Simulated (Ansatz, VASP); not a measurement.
# Two plane-wave programs on K2S

```
K S
1.0
     0.00000    3.69550    3.69550
     3.69550    0.00000    3.69550
     3.69550    3.69550    0.00000
K S
2 1
Direct
  0.25000 0.25000 0.25000
  0.75000 0.75000 0.75000
  0.00000 0.00000 0.00000
```

Alike in both runs: task single point; functional revPBE; k mesh 6 × 6 × 6; occupations gaussian, width 0.05 eV; no spin polarisation.

```csv
,VASP,Ansatz
version,VASP 6.6.1,Ansatz 0.2.0
potentials or method,"VASP PAW PBE potentials, release 64 (K_sv, S), cutoff 500 eV","scalar-relativistic, plane waves, PAW"
valence electrons in the cell,24,24
```

```tsv
	VASP	Ansatz	Ansatz less VASP
gap on the k mesh at the Fermi level (eV)	2.63	2.63	0.000
least direct gap on the mesh (eV)	2.83	2.83	+0.002
pressure (GPa)	1.6	1.6	-0.03
```

VASP's potentials were made for PBE, not for revPBE.
